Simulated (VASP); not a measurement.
Here is a VASP 6.6.1 calculation.

The input INCAR:

```
PREC = Accurate
ENCUT = 520
EDIFF = 1E-6
ISMEAR = -1
SIGMA = 0.05
LREAL = F
LASPH = T
NELM = 150
ALGO = Normal
ISIF = 2
LWAVE = F
LCHARG = F
LNONCOLLINEAR = T
MAGMOM = 1.414 1.414 0 0 0 0 0 0 0
LORBIT = 11
LMAXMIX = 4
GGA = PE
NBANDS = 30
```

KPOINTS

```
regular mesh
0
Gamma
  9 9 9
```

POSCAR

```
CoSi2
1.0
    0.0000000000      2.6780000000      2.6780000000
    2.6780000000      0.0000000000      2.6780000000
    2.6780000000      2.6780000000      0.0000000000
Co Si
1 2
Direct
    0.0000000000      0.0000000000      0.0000000000
    0.7500000000      0.7500000000      0.7500000000
    0.2500000000      0.2500000000      0.2500000000
```

Potentials or basis: VASP PAW PBE potentials, release 64 (Co, Si).

Run with:

```sh
$ cat potpaw_PBE.64/Co/POTCAR potpaw_PBE.64/Si/POTCAR > POTCAR
$ mpirun -np 1 vasp_ncl > vasp.out
```

(1) Estimate the pressure.

(2) What does it give for the band gap on the k mesh?

(3) Estimate the net moment.

Results:

(1) 0.3 GPa.

(2) zero (band 17 reaches 13.50 eV, above the bottom of band 18 at 8.75 eV).

(3) 0.00 μB per cell.
